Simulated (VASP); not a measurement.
# Pt (P6_3/mmc) in VASP: settings compared

Aim: see how the results for Pt move with the level of theory and the settings. Levels: PBE-based screened hybrid with 25 % exact exchange, PBEsol-based global hybrid with 25 % exact exchange, r2SCAN. Tasks: single point.

Program: VASP 6.6.1. These are calculated values, not measurements. Logs are shortened: lines on timing, memory, paths and dates and some standing lists are left out, and cuts for length are marked.

**1. The cell of the first run**

Symmetry: P6_3/mmc, No. 194, hexagonal system. The conventional cell has a = 2.724 Å, b = 2.724 Å, c = 4.732 Å, α = 90.00°, β = 90.00°, γ = 120.00°. Within 3.6 Å of Pt (site symmetry -6m2) lie 12 Pt at 2.72 to 2.84 Å.

This isn't the form of Pt at room conditions, which is fcc.

**2. Single point, PBE-based screened hybrid with 25 % exact exchange**

Input file POSCAR:

```
Pt
1.0
    2.7243673324      0.0000000000      0.0000000000
   -1.3621836662      2.3593713191      0.0000000000
    0.0000000000      0.0000000000      4.7315496266
Pt
2
Direct
    0.3333333333      0.6666666667      0.2500000000
    0.6666666667      0.3333333333      0.7500000000
```

Input file INCAR.step1:

```
PREC = Accurate ; ENCUT = 520
EDIFF = 1E-5 ; ISMEAR = -1
SIGMA = 0.05 ; LREAL = False
LASPH = True ; NELM = 60
ALGO = Normal ; ISIF = 2
LWAVE = True ; GGA = PE
NBANDS = 17
```

Input file INCAR.step2:

```
PREC = Accurate ; ENCUT = 520
EDIFF = 1E-6 ; ISMEAR = -1
SIGMA = 0.05 ; LREAL = False
LASPH = True ; NELM = 60
ALGO = Normal ; ISIF = 2
LWAVE = False ; LCHARG = True
GGA = PE ; LHFCALC = True
AEXX = 0.25 ; HFSCREEN = 0.3
PRECFOCK = Normal ; LELF = True
LVHAR = True ; ISTART = 1
NBANDS = 17
```

Input file KPOINTS:

```
regular mesh
0
Gamma
  6 6 3
```

Potentials or basis: VASP PAW PBE potentials, release 64 (Pt).

Run with:

```bash
$ cat potpaw_PBE.64/Pt/POTCAR > POTCAR
$ cp INCAR.step1 INCAR
$ mpirun -np 1 vasp_std > vasp.out
$ cp INCAR.step2 INCAR
$ mpirun -np 1 vasp_std > vasp.out
```

OUTCAR:

```text
PREC = Accurate
   ENCUT = 520
   EDIFF = 1E-6
   ISMEAR = -1
   LREAL = False
   LASPH = True
   NELM = 60
   ISIF = 2
   GGA = PE
   LHFCALC = True
   AEXX = 0.25
   HFSCREEN = 0.3
   PRECFOCK = Normal
   ISTART = 1

 ion  position               nearest neighbor table
   1  0.333  0.667  0.250-   2 2.84   2 2.84   2 2.84   2 2.84   2 2.84   2 2.84
   2  0.667  0.333  0.750-   1 2.84   1 2.84   1 2.84   1 2.84   1 2.84   1 2.84

  LATTYP: Found a hexagonal cell.
 ALAT       =     2.7243673324
 C/A-ratio  =     1.7367517112

  Lattice vectors:

 A1 = (   2.7243673324,   0.0000000000,   0.0000000000)
 A2 = (  -1.3621836662,   2.3593713191,   0.0000000000)
 A3 = (   0.0000000000,   0.0000000000,   4.7315496266)

Analysis of symmetry for initial positions (statically):
=====================================================================
 Subroutine PRICEL returns:
 Original cell was already a primitive cell.

 Routine SETGRP: Setting up the symmetry group for a
 hexagonal supercell.

 Subroutine GETGRP returns: Found 24 space group operations
 (whereof 12 operations were pure point group operations)
 out of a pool of 24 trial point group operations.

The static configuration has the point symmetry D_3d.
 The point group associated with its full space group is D_6h.

Analysis of symmetry for dynamics (positions and initial velocities):
=====================================================================
 Subroutine PRICEL returns:
 Original cell was already a primitive cell.

 Routine SETGRP: Setting up the symmetry group for a
 hexagonal supercell.

 Subroutine GETGRP returns: Found 24 space group operations
 (whereof 12 operations were pure point group operations)
 out of a pool of 24 trial point group operations.

The dynamic configuration has the point symmetry D_3d.
 The point group associated with its full space group is D_6h.

 Subroutine INISYM returns: Found 24 space group operations
 (whereof 12 operations are pure point group operations),
 and found     1 'primitive' translations

----------------------------------------------------------------------------------------

                                     Primitive cell

  volume of cell :      30.4134

  direct lattice vectors                    reciprocal lattice vectors
     2.724367332  0.000000000  0.000000000     0.367057697  0.211920860  0.000000000
    -1.362183666  2.359371319  0.000000000     0.000000000  0.423841721  0.000000000
     0.000000000  0.000000000  4.731549627     0.000000000  0.000000000  0.211347250

  length of vectors
     2.724367332  2.724367332  4.731549627     0.423841721  0.423841721  0.211347250

  position of ions in fractional coordinates (direct lattice)
     0.333333333  0.666666667  0.250000000
     0.666666667  0.333333333  0.750000000

  ion indices of the primitive-cell ions
   primitive index   ion index
                 1           1
                 2           2

----------------------------------------------------------------------------------------

 KPOINTS: regular mesh

Automatic generation of k-mesh.
 Grid dimensions read from file:
 generate k-points for:    6    6    3

 Generating k-lattice:

  Cartesian coordinates                     Fractional coordinates (reciprocal lattice)
     0.061176283  0.035320143  0.000000000     0.166666667  0.000000000  0.000000000
     0.000000000  0.070640287  0.000000000     0.000000000  0.166666667  0.000000000
     0.000000000  0.000000000  0.070449083     0.000000000  0.000000000  0.333333333

  Length of vectors
     0.070640287  0.070640287  0.070449083

  Shift w.r.t. Gamma in fractional coordinates (k-lattice)
     0.000000000  0.000000000  0.000000000

 Subroutine IBZKPT returns following result:
 ===========================================

 Found     14 irreducible k-points:

 Following reciprocal coordinates:
            Coordinates               Weight
  0.000000  0.000000  0.000000      1.000000
  0.166667 -0.000000  0.000000      6.000000
  0.333333 -0.000000  0.000000      6.000000
  0.500000 -0.000000  0.000000      3.000000
  0.166667  0.166667  0.000000      6.000000
  0.333333  0.166667  0.000000     12.000000
  0.333333  0.333333  0.000000      2.000000
  0.000000  0.000000  0.333333      2.000000
  0.166667 -0.000000  0.333333     12.000000
  0.333333 -0.000000  0.333333     12.000000
  0.500000 -0.000000  0.333333      6.000000
  0.166667  0.166667  0.333333     12.000000
  0.333333  0.166667  0.333333     24.000000
  0.333333  0.333333  0.333333      4.000000
   k-points           NKPTS =     14   k-points in BZ     NKDIM =    108   number of bands    NBANDS=     17
   number of dos      NEDOS =    301   number of ions     NIONS =      2
   total plane-waves  NPLWV =  14400
   dimension x,y,z NGX =    20 NGY =   20 NGZ =   36
   dimension x,y,z NGXF=    40 NGYF=   40 NGZF=   72
   ions per type =               2
   NGX,Y,Z   is equivalent  to a cutoff of  12.20, 12.20, 12.65 a.u.
   NGXF,Y,Z  is equivalent  to a cutoff of  24.41, 24.41, 25.30 a.u.
 SYSTEM =  unknown system
   PREC   = accura    normal or accurate (medium, high low for compatibility)
   ISTART =      1    job   : 0-new  1-cont  2-samecut
   ICHARG =      0    charge: 1-file 2-atom 10-const
   ISPIN  =      1    spin polarized calculation?
   LNONCOLLINEAR =      F non collinear calculations
   LSORBIT =      F    spin-orbit coupling
   LASPH  =      T    aspherical Exc in radial PAW
   ENCUT  =  520.0 eV  38.22 Ry    6.18 a.u.   5.07  5.07  8.80*2*pi/ulx,y,z
   NELM   =     60;   NELMIN=  2; NELMDL=  0     # of ELM steps
   EDIFF  = 0.1E-05   stopping-criterion for ELM
   LREAL  =      F    real-space projection
   EDIFFG = 0.1E-04   stopping-criterion for IOM
   NSW    =      0    number of steps for IOM
   IBRION =     -1    ionic relax: 0-MD 1-quasi-New 2-CG
   NFREE  =      0    steps in history (QN), initial steepest desc. (CG)
   ISIF   =      2    stress and relaxation
   ISYM   =      3    0-nonsym 1-usesym 2-fastsym
   POTIM  = 0.5000    time-step for ionic-motion
   TEBEG  =    0.0;   TEEND  =   0.0 temperature during run
   PSTRESS=    0.0 pullay stress
   NELECT =      20.0000    total number of electrons
   NUPDOWN=      -1.0000    fix difference up-down
   EMIN   =  10.00;   EMAX   =-10.00  energy-range for DOS
   EFERMI =   0.00;   METHOD = LEGACY
   ISMEAR =    -1;   SIGMA  =   0.05  broadening in eV -4-tet -1-fermi 0-gaus
   EFERMI_NEDOS =   21; number of points for ismear=-14 and -15
   IALGO  =     38    algorithm
   IMIX   =      1    mixing-type and parameters
     AMIX     =   0.40;   BMIX     =  1.00
     AMIX_MAG =   1.60;   BMIX_MAG =  1.00
  volume/ion in A,a.u.               =      15.21       102.62
  Fermi-wavevector in a.u.,A,eV,Ry     =   1.423628  2.690266 27.575136  2.026715
  Thomas-Fermi vector in A             =   2.544205
   LORBIT       =      0    0 simple, 1 ext, 2 COOP (PROOUT), +10 PAW based schemes
   GGA     = PE    functional components
   LHFCALC =     T    Hartree Fock is set to
   PRECFOCK=normal    Normal, Fast or Accurate (Low or Medium for compatibility)
   ENCUT4O =  -1.0   cutoff for four orbital integrals eV
   NKREDX  =     1    reduce k-point grid by
   NKREDY  =     1    reduce k-point grid by
   NKREDZ  =     1    reduce k-point grid by
   AEXX    =    0.2500 exact exchange contribution
   HFSCREEN=    0.3000 screening length (either q_TF or 0.3 A-1)
   HFSCREENC=   0.3000 screening length for correlation (either q_TF or 0.3 A-1)
   ENCUTFOCK=  -1.0 apply spherical cutoff to Coloumb kernel
   IVDW    =     0    specifies the selected vdW correction
   LEPSILON=     F    determine dielectric tensor
   LRPA    =     F    only Hartree local field effects (RPA)
 non-spin polarized calculation
  energy-cutoff  :      520.00
  volume of cell :       30.41
 maximum number of plane-waves:       838
  NGX = 16; NGY = 16; NGZ = 28

 number of electron      20.0000001 magnetization

 Free energy of the ion-electron system (eV)
  ---------------------------------------------------
  ext. energy  EPLUGINS =         0.00000000
  ---------------------------------------------------
  free energy    TOTEN  =       -13.56416912 eV

  energy without entropy =      -13.56076518  energy(sigma->0) =      -13.56246715

 E-fermi :  10.3939     XC(G=0): -11.0819

 val. band max:       10.1913559207   @ k =   0.3333  -0.0000   0.0000
 cond. band min:      10.5498222272   @ k =   0.5000  -0.0000   0.3333
 fundamental gap:      0.3584663065
 Fermi energy:        10.3938634523

 k-point     1 :       0.0000    0.0000    0.0000
  band No.  band energies     occupation
      1      -0.1589      2.00000
      2       2.5153      2.00000
      3       5.8416      2.00000
      4       6.4545      2.00000
      5       6.4545      2.00000
      6       6.8611      2.00000
[... 9 lines left out ...]
     16      29.1753      0.00000
     17      33.5434      0.00000

 k-point     2 :       0.1667   -0.0000    0.0000
  band No.  band energies     occupation
      1       0.9379      2.00000
      2       3.4105      2.00000
      3       5.6134      2.00000
      4       6.2940      2.00000
      5       6.5066      2.00000
      6       6.9225      2.00000
[... 9 lines left out ...]
     16      29.6960      0.00000
     17      30.2410      0.00000

 k-point     3 :       0.3333   -0.0000    0.0000
  band No.  band energies     occupation
      1       2.9075      2.00000
      2       3.5750      2.00000
      3       4.4743      2.00000
      4       6.1003      2.00000
      5       6.7084      2.00000
      6       6.8090      2.00000
[... 9 lines left out ...]
     16      26.5059      0.00000
     17      27.8556      0.00000

 k-point     4 :       0.5000   -0.0000    0.0000
  band No.  band energies     occupation
      1       3.0858      2.00000
      2       3.3114      2.00000
      3       3.7661      2.00000
      4       6.4052      2.00000
      5       6.6039      2.00000
      6       7.0906      2.00000
[... 9 lines left out ...]
     16      23.8567      0.00000
     17      25.0145      0.00000

 k-point     5 :       0.1667    0.1667    0.0000
  band No.  band energies     occupation
      1       2.7406      2.00000
      2       4.5339      2.00000
      3       4.9738      2.00000
      4       5.0593      2.00000
      5       6.1761      2.00000
      6       6.4514      2.00000
[... 9 lines left out ...]
     16      27.9863      0.00000
     17      30.0697      0.00000

 k-point     6 :       0.3333    0.1667    0.0000
  band No.  band energies     occupation
      1       4.0179      2.00000
      2       4.0563      2.00000
      3       4.0776      2.00000
      4       6.1071      2.00000
      5       6.2663      2.00000
      6       6.6721      2.00000
[... 9 lines left out ...]
     16      25.3328      0.00000
     17      26.2677      0.00000

 k-point     7 :       0.3333    0.3333    0.0000
  band No.  band energies     occupation
      1       4.0651      2.00000
      2       5.0959      2.00000
      3       5.0959      2.00000
      4       5.6211      2.00000
      5       6.0705      2.00000
      6       6.0705      2.00000
[... 9 lines left out ...]
     16      24.2513      0.00000
     17      24.6859      0.00000

 k-point     8 :       0.0000    0.0000    0.3333
  band No.  band energies     occupation
      1       0.8471      2.00000
      2       2.3383      2.00000
      3       5.7190      2.00000
      4       6.3736      2.00000
      5       6.3736      2.00000
      6       6.6054      2.00000
[... 9 lines left out ...]
     16      28.2093      0.00000
     17      32.0869      0.00000

 k-point     9 :       0.1667   -0.0000    0.3333
  band No.  band energies     occupation
      1       1.8600      2.00000
      2       3.3416      2.00000
      3       5.4447      2.00000
      4       5.6708      2.00000
      5       5.9121      2.00000
      6       6.6859      2.00000
[... 9 lines left out ...]
     16      28.5864      0.00000
     17      30.1442      0.00000

 k-point    10 :       0.3333   -0.0000    0.3333
  band No.  band energies     occupation
      1       2.9620      2.00000
      2       3.6274      2.00000
      3       4.5985      2.00000
      4       4.9774      2.00000
      5       7.1859      2.00000
      6       7.4992      2.00000
[... 9 lines left out ...]
     16      27.8576      0.00000
     17      27.9140      0.00000

 k-point    11 :       0.5000   -0.0000    0.3333
  band No.  band energies     occupation
      1       2.7963      2.00000
      2       3.2109      2.00000
      3       4.4844      2.00000
      4       4.5266      2.00000
      5       7.3158      2.00000
      6       8.1027      2.00000
[... 9 lines left out ...]
     16      25.8260      0.00000
     17      25.8689      0.00000

 k-point    12 :       0.1667    0.1667    0.3333
  band No.  band energies     occupation
      1       3.2378      2.00000
      2       4.3582      2.00000
      3       4.9041      2.00000
      4       5.2169      2.00000
      5       5.8766      2.00000
      6       6.1586      2.00000
[... 9 lines left out ...]
     16      27.6294      0.00000
     17      27.8012      0.00000

 k-point    13 :       0.3333    0.1667    0.3333
  band No.  band energies     occupation
      1       3.4936      2.00000
      2       4.1431      2.00000
      3       4.5994      2.00000
      4       5.2496      2.00000
      5       6.2260      2.00000
      6       7.4679      2.00000
[... 9 lines left out ...]
     16      25.6039      0.00000
     17      26.2201      0.00000

 k-point    14 :       0.3333    0.3333    0.3333
  band No.  band energies     occupation
      1       4.6333      2.00000
      2       4.6333      2.00000
      3       4.6872      2.00000
      4       5.5481      2.00000
      5       6.2938      2.00000
      6       6.2938      2.00000
[... 9 lines left out ...]
     16      21.9539      0.00000
     17      28.8468      0.00000

------------------------ aborting loop because EDIFF is reached ----------------------------------------

  FORCE on cell =-STRESS in cart. coord.  units (eV):
  Direction    XX          YY          ZZ          XY          YZ          ZX
  --------------------------------------------------------------------------------------
  -------------------------------------------------------------------------------------
  Total        0.0583916      0.0583916      0.0472450      0.0000000      0.0000000      0.0000000
  in kB        3.0760663      3.0760663      2.4888624      0.0000000      0.0000000      0.0000000
  external PRESSURE =       2.8803317 kB  Pullay stress =       0.0000000 kB

 VOLUME and BASIS-vectors are now :
 -----------------------------------------------------------------------------
  energy-cutoff  :      520.00
  volume of cell :       30.41
      direct lattice vectors                 reciprocal lattice vectors
     2.724367332  0.000000000  0.000000000     0.367057697  0.211920860  0.000000000
    -1.362183666  2.359371319  0.000000000     0.000000000  0.423841721  0.000000000
     0.000000000  0.000000000  4.731549627     0.000000000  0.000000000  0.211347250

 POSITION                                       TOTAL-FORCE (eV/Angst)
 -----------------------------------------------------------------------------------
     -0.00000      1.57291      1.18289        -0.000000     -0.000000     -0.000000
      1.36218      0.78646      3.54866         0.000000      0.000000      0.000000
 -----------------------------------------------------------------------------------
    total drift:                                0.000000     -0.000000      0.000000

  FREE ENERGIE OF THE ION-ELECTRON SYSTEM (eV)
  ---------------------------------------------------
  free  energy   TOTEN  =       -13.5641691191 eV

  energy  without entropy=      -13.5607651808  energy(sigma->0) =      -13.56246715
```

Run time: 33 min. Hardware: 1 thread of Intel Xeon 8259CL, shared host; peak memory 0.26 GiB.

What came out:

```
Free energy            : -13.5642 eV
Pressure               : 0.3 GPa
Band gap on the k mesh : zero (bands 10 and 11 overlap by 1.48 eV)
```

Caveat: the k points lie up to 0.44 Å⁻¹ apart, too coarse for converged energies and pressures of a metal; the PAW data sets were made with another functional, which shifts forces and pressure a little; spin-orbit coupling is left out, which moves the levels of the heavy elements.

(Part 1 of 2 ends here.)

The gap in the log of VASP goes by the Fermi energy; the results here count the filled bands.